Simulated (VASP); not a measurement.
# Pd (P6_3/mmc) in VASP: a series of runs, part 2 of 2

VASP 6.6.1. Earlier steps stand in the parts before.

## (4) Relaxation of cell and atoms, PBE

This run uses another cell than the first one, of 15.53 Å³/atom.

INCAR

```
SYSTEM = Pd
PREC     = Accurate       ! precision mode
ENCUT    = 600            ! plane-wave cutoff, eV
EDIFF    = 1E-6           ! SCF threshold, eV
ISMEAR   = -1             ! smearing method
SIGMA    = 0.05           ! smearing width, eV
LREAL    = .FALSE.        ! projectors in reciprocal space
LASPH    = .TRUE.         ! aspherical terms in the spheres
NELM     = 100            ! most SCF steps
ALGO     = Normal         ! electronic algorithm
ISIF     = 3              ! what is computed and relaxed
LWAVE    = .FALSE.        ! write WAVECAR
LCHARG   = .FALSE.        ! write CHGCAR
GGA      = PE             ! functional
IBRION   = 2              ! ionic algorithm
NSW      = 60             ! ionic steps
EDIFFG   = -0.01          ! ionic threshold
```

KPOINTS

```
Automatic mesh
0
G
  11 11 6
  0 0 0
```

POSCAR

```
Pd
1.0
    2.7836650458      0.0000000000      0.0000000000
   -1.3918325229      2.4107246453      0.0000000000
    0.0000000000      0.0000000000      4.6288930000
Pd
2
Direct
    0.3333333333      0.6666666667      0.2500000000
    0.6666666667      0.3333333333      0.7500000000
```

Potentials or basis: VASP PAW PBE potentials, release 64 (Pd).

On the command line:

```sh
> cat potpaw_PBE.64/Pd/POTCAR > POTCAR
> mpirun -np 1 vasp_std > vasp.out
```

OUTCAR:

```text
SYSTEM = Pd
   PREC = Accurate
   ENCUT = 600
   EDIFF = 1E-6
   ISMEAR = -1
   LREAL = .FALSE.
   LASPH = .TRUE.
   NELM = 100
   ISIF = 3
   GGA = PE
   IBRION = 2
   NSW = 60
   EDIFFG = -0.01

 ion  position               nearest neighbor table
   1  0.333  0.667  0.250-   2 2.82   2 2.82   2 2.82   2 2.82   2 2.82   2 2.82
   2  0.667  0.333  0.750-   1 2.82   1 2.82   1 2.82   1 2.82   1 2.82   1 2.82

  LATTYP: Found a hexagonal cell.
 ALAT       =     2.7836650458
 C/A-ratio  =     1.6628771507

  Lattice vectors:

 A1 = (   2.7836650458,   0.0000000000,   0.0000000000)
 A2 = (  -1.3918325229,   2.4107246453,   0.0000000000)
 A3 = (   0.0000000000,   0.0000000000,   4.6288930000)

Analysis of symmetry for initial positions (statically):
=====================================================================
 Subroutine PRICEL returns:
 Original cell was already a primitive cell.

 Routine SETGRP: Setting up the symmetry group for a
 hexagonal supercell.

 Subroutine GETGRP returns: Found 24 space group operations
 (whereof 12 operations were pure point group operations)
 out of a pool of 24 trial point group operations.

The static configuration has the point symmetry D_3d.
 The point group associated with its full space group is D_6h.

Analysis of symmetry for dynamics (positions and initial velocities):
=====================================================================
 Subroutine PRICEL returns:
 Original cell was already a primitive cell.

 Routine SETGRP: Setting up the symmetry group for a
 hexagonal supercell.

 Subroutine GETGRP returns: Found 24 space group operations
 (whereof 12 operations were pure point group operations)
 out of a pool of 24 trial point group operations.

The dynamic configuration has the point symmetry D_3d.
 The point group associated with its full space group is D_6h.

 Subroutine INISYM returns: Found 24 space group operations
 (whereof 12 operations are pure point group operations),
 and found     1 'primitive' translations

[... 139 lines left out ...]
  ext. energy  EPLUGINS =         0.00000000
  ---------------------------------------------------
  free energy    TOTEN  =       -10.37741784 eV

  energy without entropy =      -10.32927530  energy(sigma->0) =      -10.35334657

------------------------ aborting loop because EDIFF is reached ----------------------------------------

  FORCE on cell =-STRESS in cart. coord.  units (eV):
  Direction    XX          YY          ZZ          XY          YZ          ZX
  --------------------------------------------------------------------------------------
  -------------------------------------------------------------------------------------
  Total       -0.3389235     -0.3389235     -0.2902771     -0.0000000     -0.0000000      0.0000000
  in kB      -17.4811701    -17.4811701    -14.9720627     -0.0000000     -0.0000000      0.0000000
  external PRESSURE =     -16.6448010 kB  Pullay stress =       0.0000000 kB
[... 131 lines left out ...]
--------------------------------------- Ionic step        5  -------------------------------------------

 number of electron      20.0000002 magnetization

 Free energy of the ion-electron system (eV)
  ---------------------------------------------------
  ext. energy  EPLUGINS =         0.00000000
  ---------------------------------------------------
  free energy    TOTEN  =       -10.37916808 eV

  energy without entropy =      -10.33176976  energy(sigma->0) =      -10.35546892

 E-fermi :   9.1094     XC(G=0): -12.9274

 val. band max:        9.1089144269   @ k =   0.3636   0.0000   0.0000
 cond. band min:       9.1191609556   @ k =   0.4545   0.0000   0.3333
 fundamental gap:      0.0102465287
 Fermi energy:         9.1093780256

 k-point     1 :       0.0000    0.0000    0.0000
  band No.  band energies     occupation
      1       2.2765      2.00000
      2       4.1072      2.00000
      3       6.3419      2.00000
      4       6.5315      2.00000
      5       6.5315      2.00000
      6       6.8622      2.00000
      7       6.8622      2.00000
      8       7.5285      2.00000
      9       7.5285      2.00000
     10       8.8736      1.98226
     11       8.8736      1.98226
     12      10.0502      0.00000
     13      15.8118      0.00000
     14      26.2003      0.00000
[... 377 lines left out ...]
      1       4.0047      2.00000
      2       5.0227      2.00000
      3       5.7451      2.00000
      4       5.9282      2.00000
      5       6.3817      2.00000
      6       6.8302      2.00000
      7       7.1832      2.00000
      8       7.4933      2.00000
      9       7.9284      2.00000
     10       8.0125      2.00000
     11       8.9461      1.92643
     12      12.6582      0.00000
     13      17.9885      0.00000
     14      22.8110      0.00000

 [... further k-points ...]

------------------------ aborting loop because EDIFF is reached ----------------------------------------

  FORCE on cell =-STRESS in cart. coord.  units (eV):
  Direction    XX          YY          ZZ          XY          YZ          ZX
  --------------------------------------------------------------------------------------
  -------------------------------------------------------------------------------------
  Total       -0.0107039     -0.0107039      0.0136284      0.0000000     -0.0000000      0.0000000
  in kB       -0.5578120     -0.5578120      0.7102159      0.0000000     -0.0000000      0.0000000
  external PRESSURE =      -0.1351360 kB  Pullay stress =       0.0000000 kB
[... 17 lines left out ...]
  FREE ENERGIE OF THE ION-ELECTRON SYSTEM (eV)
  ---------------------------------------------------
  free  energy   TOTEN  =       -10.3791680783 eV

  energy  without entropy=      -10.3317697565  energy(sigma->0) =      -10.35546892

 reached required accuracy - stopping structural energy minimisation
```

OSZICAR:

```text
N       E                     dE             d eps       ncg     rms          rms(c)
DAV:   1     0.119084495121E+03    0.11908E+03   -0.11635E+04  1792   0.157E+03
DAV:   2    -0.897302112865E+01   -0.12806E+03   -0.12194E+03  1876   0.302E+02
DAV:   3    -0.108861552662E+02   -0.19131E+01   -0.18851E+01  2194   0.419E+01
[... 32 lines left out ...]
       N       E                     dE             d eps       ncg     rms          rms(c)
DAV:   1    -0.103792249707E+02   -0.72318E-04   -0.30542E-03  1900   0.480E-01    0.457E-02
DAV:   2    -0.103791775590E+02    0.47412E-04   -0.33366E-05  1924   0.656E-02    0.159E-02
DAV:   3    -0.103791688809E+02    0.86780E-05   -0.11486E-05  1990   0.277E-02    0.571E-03
DAV:   4    -0.103791680783E+02    0.80262E-06   -0.57905E-07   944   0.947E-03
   5 F= -.10379168E+02 E0= -.10355469E+02  d E =-.157440E-04
```

Wall time 2.3 min (1 thread of AMD EPYC 7R13, shared host); peak memory 0.15 GiB.

Results:

- Free energy: -10.3792 eV
- Relaxed volume: 15.37 Å³/atom
- Relaxed cell: a = 2.773 Å, b = 2.773 Å, c = 4.617 Å, α = 90.00°, β = 90.00°, γ = 120.00°
- Space group after relaxing (to 0.1 Å): P6_3/mmc (No. 194)
- Energy gained by relaxing: 0.9 meV/atom
- Ionic steps: 5
- Pressure after relaxing: 0.0 GPa
- Band gap on the k mesh: zero (bands 10 and 11 overlap by 0.80 eV)

The path:
```
step  energy change (eV)  largest force (eV/Å)  pressure (GPa)  volume (Å³)
   1              0.0000                0.0000           -1.66        31.06
   2              0.0010                0.0000            2.25        30.34
   3             -0.0017                0.0000            0.02        30.74
   4             -0.0017                0.0000           -0.02        30.74
   5             -0.0018                0.0000           -0.01        30.74
```

Final structure:
```
CELL_PARAMETERS angstrom
2.77289 0.00000 0.00000
-1.38644 2.40139 0.00000
0.00000 0.00000 4.61710
ATOMIC_POSITIONS crystal
Pd 0.33333 0.66667 0.25000
Pd 0.66667 0.33333 0.75000
```

## (5) The runs side by side

```csv
task,level,potentials or basis,cell,cutoff (eV),gap on the mesh (eV),pressure (GPa)
single point,PBE,"VASP PAW PBE potentials, release 64 (Pd)","a = 2.773, b = 2.773, c = 4.625 Å, angles 90.0, 90.0, 120.0°, 2 atoms",520,none,-0.3
single point,LDA,"VASP PAW LDA potentials, release 64 (Pd)","a = 2.784, b = 2.784, c = 4.629 Å, angles 90.0, 90.0, 120.0°, 2 atoms",520,none,-15.4
relaxation of cell and atoms,PBE,"VASP PAW PBE potentials, release 64 (Pd)","relaxed from a = 2.784, b = 2.784, c = 4.629 Å, angles 90.0, 90.0, 120.0°, 2 atoms",600,none,0.0
```

Alike in all rows: no spin polarisation; k mesh 11 × 11 × 6; smearing fermi-dirac 0.05 eV.

Caveats: the cell stands under tension (at least some runs).

Absolute energies hang on the potentials; compare differences alone.
